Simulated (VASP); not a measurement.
AlN, 4 atoms in the cell. The typed cell holds 4 atoms: a = 3.111 Å, b = 3.111 Å, c = 4.978 Å, α = 90.00°, β = 90.00°, γ = 120.00°.  This cell differs from its parent crystal: all Al atoms moved -0.100 Å, as atom 1 along Cartesian [1 1 1].

```yaml
Program: VASP 6.6.1
Task: single point
Functional: PBE
Potentials_or_basis: VASP PAW PBE potentials, release 64 (Al, N)
Cutoff: 520 eV
k_mesh: 6 × 6 × 4
Occupations: gaussian, width 0.05 eV
Spin: no spin polarisation
Dipole_correction: no
Further_INCAR_settings: ALGO = Normal; EDIFF = 1e-06; NBANDS = 16
```

Potentials or basis: VASP PAW PBE potentials, release 64 (Al, N).

Command:

```console
$ cat potpaw_PBE.64/Al/POTCAR potpaw_PBE.64/N/POTCAR > POTCAR
$ mpirun -np 1 vasp_std > vasp.out
```

Hardware: 1 thread of Intel Xeon 8259CL, on a shared host.

**Question.** How long does it take, and how much memory?

**Answer.** Run time: 47 s on 1 thread of Intel Xeon 8259CL, on a shared host, peak memory 0.18 GiB. Counts: scf iterations 13, k points 76.
